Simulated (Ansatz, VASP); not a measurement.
This is a calculation of Fe for Ansatz 0.2.0.

The input input.yaml:

```yaml
crystal:
  lattice:
    - [0.0, 1.9021012277, 1.9249897192]
    - [1.4678507246, 0.0, 1.9249897192]
    - [1.4678507246, 1.9021012277, 0.0]
  atoms:
    - { symbol: Fe, position: [0.0, 0.0, 0.0], spin: 3.0 }
hamiltonian:
  xc: pbesol
  pseudopotentials: { kind: paw }
magnetization:
  spin_polarized: true
kpoints:
  mp_grid: { grid: [13, 13, 13] }
scf:
  occupations: { method: fermi_dirac, width: 0.05 }
output:
  forces: true
  stress: true
  eigenvalues: true
```

Potentials or basis: Ansatz PAW.

Command:

```sh
$ ansatz run input.yaml --threads 2 --pin off --max-ram 5632MiB --backend cpu --events-out ev --progress --plain --runs-dir out
```

Problem. Set up the same calculation for VASP 6.6.1. Potentials there: VASP PAW PBE potentials, release 64 (Fe).

Solution. As run (the cutoff follows the program's own potentials):

Contents of INCAR:

```
SYSTEM = Fe
ALGO = Normal ; EDIFF = 1E-6
ENCUT = 520 ; GGA = PS
ISIF = 2 ; ISMEAR = -1
ISPIN = 2 ; LASPH = .TRUE.
LCHARG = .FALSE. ; LMAXMIX = 4
LORBIT = 11 ; LREAL = .FALSE.
LWAVE = .FALSE. ; MAGMOM = 3
NBANDS = 14 ; NELM = 150
PREC = Accurate ; SIGMA = 0.05
```

File KPOINTS:

```
k-points
0
G
  13 13 13
  0 0 0
```

POSCAR

```
Fe
1.0
    0.0000000000      1.9021012277      1.9249897192
    1.4678507246      0.0000000000      1.9249897192
    1.4678507246      1.9021012277      0.0000000000
Fe
1
Direct
    0.0000000000      0.0000000000      0.0000000000
```

Potentials or basis: VASP PAW PBE potentials, release 64 (Fe).

Run with:

```sh
$ cat potpaw_PBE.64/Fe/POTCAR > POTCAR
$ mpirun -np 1 vasp_std > vasp.out
```

Both were run:

|  | VASP | Ansatz | Ansatz less VASP |
| --- | --- | --- | --- |
| gap on the k mesh at the Fermi level (eV) | none | none | - |
| pressure (GPa) | 1.5 | 1.6 | +0.13 |
| traceless stress, the component that is largest in VASP (GPa) | -7.29 | -7.39 | -0.098 |
| net moment per atom (μB) | 2.08 | 2.06 | -0.013 |
| size of the moment on the site where the two differ most (μB) | 2.06 | 2.09 | +0.030 |

VASP's potentials were made for PBE, not for PBEsol. Site moments also hang on the region over which each program counts them. A gap of «none» marks a metal or a gap that the smearing closes. VASP's potentials hold 8 valence electrons a cell and Ansatz's 16, so a difference there can come from the potentials and not from the codes.
